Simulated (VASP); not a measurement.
CaI, 2 atoms in the cell. It takes space group P-6m2 (No. 187, hexagonal). Conventional cell: a = 4.147 Å, b = 4.147 Å, c = 4.576 Å, α = 90.00°, β = 90.00°, γ = 120.00°. Within 4.4 Å of Ca (site symmetry -6m2) lie 6 I at 3.31 Å and 6 Ca at 4.15 Å. I (site symmetry -6m2) has 6 Ca at 3.31 Å and 6 I at 4.15 Å within 4.4 Å. 

```yaml
Program: VASP 6.6.1
Task: relaxation of cell and atoms
Functional: r2SCAN
Dispersion: D4
Potentials_or_basis: VASP PAW PBE potentials, release 64 (Ca_sv, I)
Cutoff: 600 eV
k_mesh: 8 × 8 × 7
Occupations: fermi-dirac, width 0.1 eV
Spin: no spin polarisation
Dipole_correction: no
Further_INCAR_settings: ALGO = Normal; EDIFF = 1e-06; IBRION = 2; EDIFFG = -0.01; NSW = 80; ISIF = 3
```

Potentials or basis: VASP PAW PBE potentials, release 64 (Ca_sv, I).

Command:

```console
$ cat potpaw_PBE.64/Ca_sv/POTCAR potpaw_PBE.64/I/POTCAR > POTCAR
$ cp INCAR.step1 INCAR
$ mpirun -np 1 vasp_std > vasp.out
$ cp INCAR.step2 INCAR
$ mpirun -np 1 vasp_std > vasp.out
```

Hardware: 1 thread of Intel(R) Xeon(R) 6975P-C (Granite Rapids), with other jobs on the host.

**Question.** Estimate the wall time of this run.

**Answer.** Run time: 4.6 min on 1 thread of Intel(R) Xeon(R) 6975P-C (Granite Rapids) (shared host), peak memory 0.27 GiB. Counts: k points 40, ion steps 6.
